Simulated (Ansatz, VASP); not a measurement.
**One calculation of Na, two programs**

Contents of INCAR:

```
ALGO = Normal
EDIFF = 1E-6
ENCUT = 520
GGA = PE
ISIF = 2
ISMEAR = -1
LASPH = True
LCHARG = False
LREAL = False
LWAVE = False
NBANDS = 10
NELM = 80
PREC = Accurate
SIGMA = 0.05
```

The input KPOINTS:

```
k-points
0
Gamma
  12 12 12
```

Contents of POSCAR:

```
Na
1.0
   -2.1590301515      2.1590301515      2.1590301515
    2.1590301515     -2.1590301515      2.1590301515
    2.1590301515      2.1590301515     -2.1590301515
Na
1
Direct
    0.0000000000      0.0000000000      0.0000000000
```

Input for Ansatz:

```yaml
crystal:
  lattice:
    - [-2.1590301515, 2.1590301515, 2.1590301515]
    - [2.1590301515, -2.1590301515, 2.1590301515]
    - [2.1590301515, 2.1590301515, -2.1590301515]
  atoms:
    - { symbol: Na, position: [0.0, 0.0, 0.0] }
kpoints:
  mp_grid: { grid: [12, 12, 12] }
scf:
  occupations: { method: fermi_dirac, width: 0.05 }
hamiltonian:
  xc: pbe
  pseudopotentials: { kind: all_electron, lapw: { basis_error: 0.00025 } }
output:
  forces: true
  stress: true
  eigenvalues: true
```

Change from the starting cell: volume scaled by 1.06.

Alike in both runs: task single point; functional PBE; k mesh 12 × 12 × 12; occupations fermi-dirac, width 0.05 eV; no spin polarisation.

|  | VASP | Ansatz |
| --- | --- | --- |
| version | VASP 6.6.1 | Ansatz 0.2.0 |
| potentials or method | VASP PAW PBE potentials, release 64 (Na_pv), cutoff 520 eV | all-electron LAPW, scalar-relativistic |

```tsv
	VASP	Ansatz	Ansatz less VASP
pressure (GPa)	-0.6	-0.6	+0.03
```

Ansatz ran all-electron here, and VASP with PAW potentials.
